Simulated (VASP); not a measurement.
# C (P6_3/mmc) in VASP: a series of runs

The runs below take C through single point, relaxation of cell and atoms, with LDA.

All numbers are computed with VASP 6.6.1; they aren't measurements. Logs are shortened: lines on timing, memory, paths and dates and some standing lists are left out, and cuts for length are marked.

## (1) The cell of the first run

The structure is hexagonal, space group P6_3/mmc (No. 194). The conventional cell has a = 2.490 Å, b = 2.490 Å, c = 8.215 Å, α = 90.00°, β = 90.00°, γ = 120.00°. Within 2.0 Å of C (site symmetry 3m) lie 4 C at 1.53 to 1.55 Å. C (site symmetry 3m) has 4 C at 1.53 Å within 2.0 Å.

## (2) Single point, LDA

File INCAR:

```
PREC     = Accurate       # precision mode
ENCUT    = 520            # plane-wave cutoff, eV
EDIFF    = 1E-6           # SCF threshold, eV
ISMEAR   = -1             # smearing method
SIGMA    = 0.05           # smearing width, eV
LREAL    = False          # projectors in reciprocal space
LASPH    = True           # aspherical terms in the spheres
NELM     = 80             # most SCF steps
ALGO     = Normal         # electronic algorithm
ISIF     = 2              # what is computed and relaxed
LWAVE    = False          # write WAVECAR
LCHARG   = False          # write CHGCAR
NBANDS   = 26             # bands
```

File KPOINTS:

```
Automatic mesh
0
Gamma
  12 12 4
```

File POSCAR:

```
C
1.0
    2.4897838750      0.0000000000      0.0000000000
   -1.2448919375      2.1562160857      0.0000000000
    0.0000000000      0.0000000000      8.2147945221
C
8
Direct
    0.6666666667      0.3333333333      0.8444565037
    0.3333333333      0.6666666667      0.3444565037
    0.6666666667      0.3333333333      0.6555434963
    0.3333333333      0.6666666667      0.1555434963
    0.0000000000      0.0000000000      0.9070652259
    0.0000000000      0.0000000000      0.4070652259
    0.0000000000      0.0000000000      0.5929347741
    0.0000000000      0.0000000000      0.0929347741
```

Potentials or basis: VASP PAW LDA potentials, release 64 (C).

Started as:

```console
cat potpaw_LDA.64/C/POTCAR > POTCAR
mpirun -np 1 vasp_std > vasp.out
```

OUTCAR:

```text
PREC = Accurate
   ENCUT = 520
   EDIFF = 1E-6
   ISMEAR = -1
   LREAL = False
   LASPH = True
   NELM = 80
   ISIF = 2

 ion  position               nearest neighbor table
   1  0.667  0.333  0.844-   5 1.53   5 1.53   5 1.53   3 1.55
   2  0.333  0.667  0.344-   6 1.53   6 1.53   6 1.53   4 1.55
   3  0.667  0.333  0.656-   7 1.53   7 1.53   7 1.53   1 1.55
   4  0.333  0.667  0.156-   8 1.53   8 1.53   8 1.53   2 1.55
   5  0.000  0.000  0.907-   1 1.53   1 1.53   1 1.53   8 1.53
   6  0.000  0.000  0.407-   2 1.53   2 1.53   2 1.53   7 1.53
   7  0.000  0.000  0.593-   3 1.53   3 1.53   3 1.53   6 1.53
   8  0.000  0.000  0.093-   4 1.53   4 1.53   4 1.53   5 1.53

  LATTYP: Found a hexagonal cell.
 ALAT       =     2.4897838750
 C/A-ratio  =     3.2994006446

  Lattice vectors:

 A1 = (   2.4897838750,   0.0000000000,   0.0000000000)
 A2 = (  -1.2448919375,   2.1562160857,   0.0000000000)
 A3 = (   0.0000000000,   0.0000000000,   8.2147945221)

Analysis of symmetry for initial positions (statically):
=====================================================================
 Subroutine PRICEL returns:
 Original cell was already a primitive cell.

 Routine SETGRP: Setting up the symmetry group for a
 hexagonal supercell.

 Subroutine GETGRP returns: Found 24 space group operations
 (whereof 12 operations were pure point group operations)
 out of a pool of 24 trial point group operations.

The static configuration has the point symmetry D_3d.
 The point group associated with its full space group is D_6h.

Analysis of symmetry for dynamics (positions and initial velocities):
=====================================================================
 Subroutine PRICEL returns:
 Original cell was already a primitive cell.

 Routine SETGRP: Setting up the symmetry group for a
 hexagonal supercell.

 Subroutine GETGRP returns: Found 24 space group operations
 (whereof 12 operations were pure point group operations)
 out of a pool of 24 trial point group operations.

The dynamic configuration has the point symmetry D_3d.
 The point group associated with its full space group is D_6h.

 Subroutine INISYM returns: Found 24 space group operations
 (whereof 12 operations are pure point group operations),
 and found     1 'primitive' translations

----------------------------------------------------------------------------------------

                                     Primitive cell

  volume of cell :      44.1012
[... 107 lines left out ...]
   ISIF   =      2    stress and relaxation
   ISYM   =      2    0-nonsym 1-usesym 2-fastsym
   POTIM  = 0.5000    time-step for ionic-motion
   TEBEG  =    0.0;   TEEND  =   0.0 temperature during run
   PSTRESS=    0.0 pullay stress
   NELECT =      32.0000    total number of electrons
   NUPDOWN=      -1.0000    fix difference up-down
   EMIN   =  10.00;   EMAX   =-10.00  energy-range for DOS
   EFERMI =   0.00;   METHOD = LEGACY
   ISMEAR =    -1;   SIGMA  =   0.05  broadening in eV -4-tet -1-fermi 0-gaus
   EFERMI_NEDOS =   21; number of points for ismear=-14 and -15
   IALGO  =     38    algorithm
   IMIX   =      4    mixing-type and parameters
     AMIX     =   0.40;   BMIX     =  1.00
     AMIX_MAG =   1.60;   BMIX_MAG =  1.00
  volume/ion in A,a.u.               =       5.51        37.20
  Fermi-wavevector in a.u.,A,eV,Ry     =   1.471097  2.779970 29.444723  2.164126
  Thomas-Fermi vector in A             =   2.586274
   LORBIT       =      0    0 simple, 1 ext, 2 COOP (PROOUT), +10 PAW based schemes
   GGA     = CA    functional components
   LHFCALC =     F    Hartree Fock is set to
   AEXX    =    0.0000 exact exchange contribution
   IVDW    =     0    specifies the selected vdW correction
   LEPSILON=     F    determine dielectric tensor
   LRPA    =     F    only Hartree local field effects (RPA)
 non-spin polarized calculation
  energy-cutoff  :      520.00
  volume of cell :       44.10
 maximum number of plane-waves:      1204
 NGX is ok and might be reduce to    20
   NGX =  9   NGY =  9   NGZ = 31

 number of electron      31.9999997 magnetization

 Free energy of the ion-electron system (eV)
  ---------------------------------------------------
  ext. energy  EPLUGINS =         0.00000000
  ---------------------------------------------------
  free energy    TOTEN  =       -80.90809323 eV

  energy without entropy =      -80.90809323  energy(sigma->0) =      -80.90809323

 E-fermi :  11.2602     XC(G=0): -13.6354

 val. band max:       10.2841930982   @ k =   0.0000   0.0000   0.0000
 cond. band min:      14.8685848502   @ k =   0.4167   0.0000   0.0000
 fundamental gap:      4.5843917520
 Fermi energy:        11.2601645951

 k-point     1 :       0.0000    0.0000    0.0000
  band No.  band energies     occupation
      1     -11.5704      2.00000
      2      -9.8974      2.00000
      3      -9.7901      2.00000
      4      -5.6767      2.00000
      5      -3.5491      2.00000
      6       3.3389      2.00000
[... 685 lines left out ...]
     25      20.8982      0.00000
     26      22.7302      0.00000

 [... further k-points ...]

------------------------ aborting loop because EDIFF is reached ----------------------------------------

  FORCE on cell =-STRESS in cart. coord.  units (eV):
  Direction    XX          YY          ZZ          XY          YZ          ZX
  --------------------------------------------------------------------------------------
  -------------------------------------------------------------------------------------
  Total        0.4538831      0.4538831      0.4350551      0.0000000     -0.0000000      0.0000000
  in kB       16.4893647     16.4893647     15.8053521      0.0000000     -0.0000000      0.0000000
  external PRESSURE =      16.2613605 kB  Pullay stress =       0.0000000 kB

 VOLUME and BASIS-vectors are now :
 -----------------------------------------------------------------------------
  energy-cutoff  :      520.00
  volume of cell :       44.10
      direct lattice vectors                 reciprocal lattice vectors
     2.489783875  0.000000000  0.000000000     0.401641287  0.231887705  0.000000000
    -1.244891938  2.156216086  0.000000000     0.000000000  0.463775410  0.000000000
     0.000000000  0.000000000  8.214794522     0.000000000  0.000000000  0.121731590

 POSITION                                       TOTAL-FORCE (eV/Angst)
 -----------------------------------------------------------------------------------
      1.24489      0.71874      6.93704         0.000000      0.000000     -0.004604
     -0.00000      1.43748      2.82964        -0.000000      0.000000     -0.004604
      1.24489      0.71874      5.38516         0.000000     -0.000000      0.004604
     -0.00000      1.43748      1.27776        -0.000000     -0.000000      0.004604
      0.00000      0.00000      7.45135         0.000000      0.000000     -0.000215
      0.00000      0.00000      3.34396         0.000000     -0.000000     -0.000215
      0.00000      0.00000      4.87084        -0.000000      0.000000      0.000215
      0.00000      0.00000      0.76344         0.000000     -0.000000      0.000215
 -----------------------------------------------------------------------------------
    total drift:                                0.000000      0.000000      0.000000

  FREE ENERGIE OF THE ION-ELECTRON SYSTEM (eV)
  ---------------------------------------------------
  free  energy   TOTEN  =       -80.9080932310 eV

  energy  without entropy=      -80.9080932309  energy(sigma->0) =      -80.90809323
```

OSZICAR:

```text
N       E                     dE             d eps       ncg     rms          rms(c)
DAV:   1     0.540165255913E+02    0.54017E+02   -0.16642E+04  2964   0.120E+03
DAV:   2    -0.794075924892E+02   -0.13342E+03   -0.12579E+03  3906   0.231E+02
DAV:   3    -0.843284345000E+02   -0.49208E+01   -0.48810E+01  4066   0.389E+01
DAV:   4    -0.843736466760E+02   -0.45212E-01   -0.45151E-01  3832   0.420E+00
DAV:   5    -0.843743642381E+02   -0.71756E-03   -0.71715E-03  3948   0.490E-01    0.118E+01
DAV:   6    -0.818021388120E+02    0.25722E+01   -0.17331E+00  3384   0.694E+00    0.685E+00
DAV:   7    -0.809112325698E+02    0.89091E+00   -0.20562E+00  3578   0.770E+00    0.144E+00
DAV:   8    -0.809081192572E+02    0.31133E-02   -0.50990E-02  3836   0.126E+00    0.594E-02
DAV:   9    -0.809080832732E+02    0.35984E-04   -0.54233E-04  3842   0.154E-01    0.301E-02
DAV:  10    -0.809080934410E+02   -0.10168E-04   -0.37409E-05  3814   0.373E-02    0.975E-03
DAV:  11    -0.809080932310E+02    0.21003E-06   -0.22842E-06  3168   0.928E-03
   1 F= -.80908093E+02 E0= -.80908093E+02  d E =-.254373E-10
```

stdout:

```text
POSCAR found type information on POSCAR C
 POSCAR found :  1 types and       8 ions
 scaLAPACK will be used
 LDA part: xc-table for (Slater(with rela. corr.)+CA(PZ))
 , standard interpolation
 POSCAR, INCAR and KPOINTS ok, starting setup
 FFT: planning ... GRIDC
 FFT: planning ... GRID_SOFT
 FFT: planning ... GRID
 WAVECAR not read
 entering main loop
```

Wall time 90 s (1 thread of Intel Xeon 8259CL, shared host); peak memory 0.16 GiB.

What came out:

```yaml
Free_energy: -80.9081 eV
Pressure: 1.6 GPa
Largest_force: 0.005 eV/Å
Band_gap_on_the_k_mesh: 4.58 eV (least direct gap 5.32 eV)
```

Forces in eV/Å, atoms in the order of the input:
```
C    0.000  0.000 -0.005
C    0.000  0.000 -0.005
C    0.000  0.000  0.005
C    0.000  0.000  0.005
C    0.000  0.000  0.000
C    0.000  0.000  0.000
C    0.000  0.000  0.000
C    0.000  0.000  0.000
```

A k mesh can miss the band edges. As with any semilocal functional, this LDA gap is likely too small.

(Part 1 of 2 ends here.)
